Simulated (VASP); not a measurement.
# PdPt2 (Fd-3m) in VASP: notebook, part 2 of 2

VASP 6.6.1. Earlier steps stand in the parts before.

### 5 Single point, PBE

This run uses another cell than the first one, of 16.80 Å³/atom, 1.071 times its volume.

File INCAR:

```
PREC = Accurate ; ENCUT = 520
EDIFF = 1E-6 ; ISMEAR = 0
SIGMA = 0.1 ; LREAL = False
LASPH = True ; NELM = 60
ALGO = Fast ; ISIF = 2
LWAVE = False ; LCHARG = False
GGA = PE ; NBANDS = 39
```

File KPOINTS:

```
regular mesh
0
Gamma
  10 10 10
```

File POSCAR:

```
PdPt2
1.0
    0.0000000000      3.6938307388      3.6938307388
    3.6938307388      0.0000000000      3.6938307388
    3.6938307388      3.6938307388      0.0000000000
Pd Pt
2 4
Direct
    0.0000000000      0.0000000000      0.0000000000
    0.2500000000      0.2500000000      0.2500000000
    0.1250000000      0.6250000000      0.6250000000
    0.6250000000      0.6250000000      0.6250000000
    0.6250000000      0.6250000000      0.1250000000
    0.6250000000      0.1250000000      0.6250000000
```

Run with:

```console
> cat potpaw_PBE.64/Pd/POTCAR potpaw_PBE.64/Pt/POTCAR > POTCAR
> mpirun -np 1 vasp_std > vasp.out
```

Run time: 2.6 min. Hardware: 1 thread of Intel Xeon Platinum 8488C (Sapphire Rapids), shared host; peak memory 0.34 GiB.

It converged, with:

```yaml
Free_energy: -33.7966 eV
Pressure: -0.4 GPa
Band_gap_on_the_k_mesh: zero (band 30 reaches 10.20 eV, above the bottom of band 31 at 8.56 eV)
```

Levels at points of the mesh, in eV from the Fermi level:
```csv
k point,band 28,band 29,band 30,band 31,band 32,band 33
"(0.00, 0.00, 0.00)",0.09,1.16,1.47,1.47,1.47,3.40
"(0.50, 0.00, 0.00)",-0.22,-0.22,0.01,0.01,1.47,2.04
"(0.50, 0.50, 0.00)",-0.54,-0.48,-0.48,-0.16,-0.16,2.85
```

Caveat: spin-orbit coupling is left out, which moves the levels of the heavy elements.

### 6 Relaxation of cell and atoms, PBE

This run uses another cell than the first one, of 16.83 Å³/atom, 1.073 times its volume.

File INCAR:

```
  ALGO = Fast
  EDIFF = 1E-6
  EDIFFG = -0.01
  ENCUT = 600
  GGA = PE
  IBRION = 2
  ISIF = 3
  ISMEAR = 0
  LASPH = T
  LCHARG = F
  LREAL = F
  LWAVE = F
  NELM = 100
  NSW = 100
  PREC = Accurate
  SIGMA = 0.1
```

File KPOINTS:

```
k-points
0
Gamma
  10 10 10
```

Edit POSCAR of step 5 so:

```diff
@@ -2,5 +2,5 @@
 1.0
-    0.0000000000      3.6938307388      3.6938307388
-    3.6938307388      0.0000000000      3.6938307388
-    3.6938307388      3.6938307388      0.0000000000
+    0.0000000000      3.6959252137      3.6959252137
+    3.6959252137      0.0000000000      3.6959252137
+    3.6959252137      3.6959252137      0.0000000000
 Pd Pt
```

Potentials or basis: VASP PAW PBE potentials, release 64 (Pd, Pt).

Run with:

```console
> cat potpaw_PBE.64/Pd/POTCAR potpaw_PBE.64/Pt/POTCAR > POTCAR
> mpirun -np 1 vasp_std > vasp.out
```

OUTCAR:

```text
EDIFF = 1E-6
   EDIFFG = -0.01
   ENCUT = 600
   GGA = PE
   IBRION = 2
   ISIF = 3
   ISMEAR = 0
   LASPH = T
   LREAL = F
   NELM = 100
   NSW = 100
   PREC = Accurate

 ion  position               nearest neighbor table
   1  0.000  0.000  0.000-   4 3.06   4 3.06   4 3.06   3 3.06   5 3.06   6 3.06   5 3.06   5 3.06
                             6 3.06   3 3.06   3 3.06   6 3.06   2 3.20   2 3.20   2 3.20   2 3.20
   2  0.250  0.250  0.250-   3 3.06   5 3.06   6 3.06   4 3.06   4 3.06   4 3.06   5 3.06   5 3.06
                             6 3.06   3 3.06   3 3.06   6 3.06   1 3.20   1 3.20   1 3.20   1 3.20
   3  0.125  0.625  0.625-   4 2.61   5 2.61   6 2.61   4 2.61   5 2.61   6 2.61   1 3.06   2 3.06
                             2 3.06   1 3.06   2 3.06   1 3.06
   4  0.625  0.625  0.625-   3 2.61   5 2.61   6 2.61   5 2.61   6 2.61   3 2.61   1 3.06   2 3.06
                             1 3.06   2 3.06   1 3.06   2 3.06
   5  0.625  0.625  0.125-   4 2.61   3 2.61   4 2.61   6 2.61   6 2.61   3 2.61   1 3.06   2 3.06
                             1 3.06   2 3.06   1 3.06   2 3.06
   6  0.625  0.125  0.625-   4 2.61   5 2.61   3 2.61   4 2.61   5 2.61   3 2.61   1 3.06   2 3.06
                             1 3.06   2 3.06   1 3.06   2 3.06

  LATTYP: Found a face centered cubic cell.
 ALAT       =     7.3918504274

  Lattice vectors:

 A1 = (   0.0000000000,   3.6959252137,   3.6959252137)
 A2 = (   3.6959252137,   0.0000000000,   3.6959252137)
 A3 = (   3.6959252137,   3.6959252137,   0.0000000000)

Analysis of symmetry for initial positions (statically):
=====================================================================
 Subroutine PRICEL returns:
 Original cell was already a primitive cell.

 Routine SETGRP: Setting up the symmetry group for a
 face centered cubic supercell.

 Subroutine GETGRP returns: Found 48 space group operations
 (whereof 24 operations were pure point group operations)
 out of a pool of 48 trial point group operations.

The static configuration has the point symmetry T_d .
 The point group associated with its full space group is O_h .

Analysis of symmetry for dynamics (positions and initial velocities):
=====================================================================
 Subroutine PRICEL returns:
 Original cell was already a primitive cell.

[... 145 lines left out ...]
   LEPSILON=     F    determine dielectric tensor
   LRPA    =     F    only Hartree local field effects (RPA)
 conjugate gradient relaxation of ions
 non-spin polarized calculation
 RMM-DIIS sequential band-by-band and
 Gauss-broadening in eV      SIGMA  =   0.10
  energy-cutoff  :      600.00
  volume of cell :      100.97
 maximum number of plane-waves:      3395
 NGX is ok and might be reduce to    42
   NGX = 21   NGY = 21   NGZ = 21

--------------------------------------- Ionic step        1  -------------------------------------------

 number of electron      60.0000009 magnetization

 Free energy of the ion-electron system (eV)
  ---------------------------------------------------
  ext. energy  EPLUGINS =         0.00000000
  ---------------------------------------------------
  free energy    TOTEN  =       -33.79563137 eV

  energy without entropy =      -33.74463302  energy(sigma->0) =      -33.77013219

------------------------ aborting loop because EDIFF is reached ----------------------------------------

  FORCE on cell =-STRESS in cart. coord.  units (eV):
  Direction    XX          YY          ZZ          XY          YZ          ZX
  --------------------------------------------------------------------------------------
  -------------------------------------------------------------------------------------
  Total       -0.4434530     -0.4434530     -0.4434530      0.0000000     -0.0000000     -0.0000000
  in kB       -7.0365318     -7.0365318     -7.0365318      0.0000000     -0.0000000     -0.0000000
  external PRESSURE =      -7.0365318 kB  Pullay stress =       0.0000000 kB
[... 67 lines left out ...]
--------------------------------------- Ionic step        3  -------------------------------------------

 number of electron      60.0000010 magnetization

 Free energy of the ion-electron system (eV)
  ---------------------------------------------------
  ext. energy  EPLUGINS =         0.00000000
  ---------------------------------------------------
  free energy    TOTEN  =       -33.79636115 eV

  energy without entropy =      -33.74560432  energy(sigma->0) =      -33.77098273

 E-fermi :   8.7568     XC(G=0): -12.6316

 val. band max:        8.7522231246   @ k =   0.5000   0.3000   0.0000
 cond. band min:       8.7621095496   @ k =   0.4000   0.0000   0.0000
 fundamental gap:      0.0098864250
 Fermi energy:         8.7567747172

 k-point     1 :       0.0000    0.0000    0.0000
  band No.  band energies     occupation
      1      -0.4793      2.00000
      2       2.1330      2.00000
      3       2.6355      2.00000
      4       2.6355      2.00000
      5       2.6355      2.00000
      6       3.9556      2.00000
[... 925 lines left out ...]
     35      11.7776      0.00000
     36      12.9528      0.00000

 [... further k-points ...]
[... 5 lines left out ...]
  --------------------------------------------------------------------------------------
  -------------------------------------------------------------------------------------
  Total        0.0054239      0.0054239      0.0054239     -0.0000000      0.0000000      0.0000000
  in kB        0.0863661      0.0863661      0.0863661     -0.0000000      0.0000000      0.0000000
  external PRESSURE =       0.0863661 kB  Pullay stress =       0.0000000 kB
[... 21 lines left out ...]
  FREE ENERGIE OF THE ION-ELECTRON SYSTEM (eV)
  ---------------------------------------------------
  free  energy   TOTEN  =       -33.7963611459 eV

  energy  without entropy=      -33.7456043207  energy(sigma->0) =      -33.77098273

 reached required accuracy - stopping structural energy minimisation
```

Wall time 12 min (1 thread of Intel Xeon Platinum 8259CL at 2.50GHz (Skylake/Cascade Lake), shared host); peak memory 0.38 GiB.

What came out:

```yaml
Free_energy: -33.7964 eV
Relaxed_volume: 16.77 Å³/atom
Relaxed_cell: a = 5.221 Å, b = 5.221 Å, c = 5.221 Å, α = 60.00°, β = 60.00°, γ = 60.00°
Space_group_after_relaxing_to_0.05_Å: Fd-3m (No. 227)
Energy_gained_by_relaxing: 0.1 meV/atom
Ionic_steps: 3
Pressure_after_relaxing: 0.0 GPa
Band_gap_on_the_k_mesh: zero (band 30 reaches 10.23 eV, above the bottom of band 31 at 8.59 eV)
```

The path:
```tsv
step	energy change (eV)	largest force (eV/Å)	pressure (GPa)	volume (Å³)
1	0.0000	0.0000	-0.70	100.97
2	0.0024	0.0000	1.42	99.90
3	-0.0007	0.0000	0.01	100.62
```

Final structure:
```yaml
crystal:
  lattice:
    - [0.00000, 3.69162, 3.69162]
    - [3.69162, 0.00000, 3.69162]
    - [3.69162, 3.69162, 0.00000]
  atoms:
    - { symbol: Pd, position: [0.00000, 0.00000, 0.00000] }
    - { symbol: Pd, position: [0.25000, 0.25000, 0.25000] }
    - { symbol: Pt, position: [0.12500, 0.62500, 0.62500] }
    - { symbol: Pt, position: [0.62500, 0.62500, 0.62500] }
    - { symbol: Pt, position: [0.62500, 0.62500, 0.12500] }
    - { symbol: Pt, position: [0.62500, 0.12500, 0.62500] }
```

Levels at points of the mesh, in eV from the Fermi level:
```tsv
k point	band 26	band 27	band 28	band 29	band 30	band 31	band 32	band 33	band 34	band 35
(0.00, 0.00, 0.00)	-0.41	0.09	0.09	1.16	1.48	1.48	1.48	3.40	3.40	3.40
(0.50, 0.00, 0.00)	-0.83	-0.82	-0.22	-0.22	0.01	0.01	1.47	2.04	3.47	3.47
(0.50, 0.50, 0.00)	-0.55	-0.55	-0.55	-0.48	-0.48	-0.16	-0.16	2.86	2.86	2.97
```

Caveat: spin-orbit coupling is left out, which moves the levels of the heavy elements.

### 7 The runs side by side

| task | cell | k mesh | cutoff (eV) | gap on the mesh (eV) | pressure (GPa) | relaxed volume (Å³/atom) |
| --- | --- | --- | --- | --- | --- | --- |
| single point | a = 5.106 Å, angles 60.0°, 6 atoms | 4 × 4 × 4 | 520 | none | 16.0 | - |
| single point | a = 5.227 Å, angles 60.0°, 6 atoms | 4 × 4 × 4 | 520 | none | -0.1 | - |
| relaxation of cell and atoms | relaxed from a = 5.106 Å, angles 60.0°, 6 atoms | 4 × 4 × 4 | 600 | none | -0.1 | 16.83 |
| single point | a = 5.224 Å, angles 60.0°, 6 atoms | 10 × 10 × 10 | 520 | none | -0.4 | - |
| relaxation of cell and atoms | relaxed from a = 5.227 Å, angles 60.0°, 6 atoms | 10 × 10 × 10 | 600 | none | 0.0 | 16.77 |

Alike in all rows: level PBE; potentials or basis VASP PAW PBE potentials, release 64 (Pd, Pt); no spin polarisation; smearing gaussian 0.1 eV.

Caveats: some runs use coarse meshes; spin-orbit coupling is left out, which moves the levels of the heavy elements.

Absolute energies hang on the potentials; compare differences alone.
